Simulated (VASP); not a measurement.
Here is a VASP 6.6.1 calculation.

Contents of INCAR:

```
ALGO = Normal ; EDIFF = 1E-6
ENCUT = 520 ; GGA = PE
ISIF = 2 ; ISMEAR = 0
LASPH = True ; LCHARG = False
LREAL = False ; LWAVE = False
NBANDS = 25 ; NELM = 80
PREC = Accurate ; SIGMA = 0.05
```

File KPOINTS:

```
k-points
0
Gamma
  6 6 10
```

Contents of POSCAR:

```
SiO2
1.0
    4.2487186037      0.0000000000      0.0000000000
    0.0000000000      4.2487186037      0.0000000000
    0.0000000000      0.0000000000      2.7803614542
Si O
2 4
Direct
    0.5000000000      0.5000000000      0.5000000000
    0.0000000000      0.0000000000      0.0000000000
    0.6930127928      0.6930127928      0.0000000000
    0.1930127928      0.8069872072      0.5000000000
    0.3069872072      0.3069872072      0.0000000000
    0.8069872072      0.1930127928      0.5000000000
```

Potentials or basis: VASP PAW PBE potentials, release 64 (Si, O).

Launch:

```bash
$ cat potpaw_PBE.64/Si/POTCAR potpaw_PBE.64/O/POTCAR > POTCAR
$ mpirun -np 1 vasp_std > vasp.out
```

(1) What does it give for the band gap on the k mesh?

(2) What does it give for the pressure?

Answers

(1) 4.24 eV, direct.

(2) -11.7 GPa.
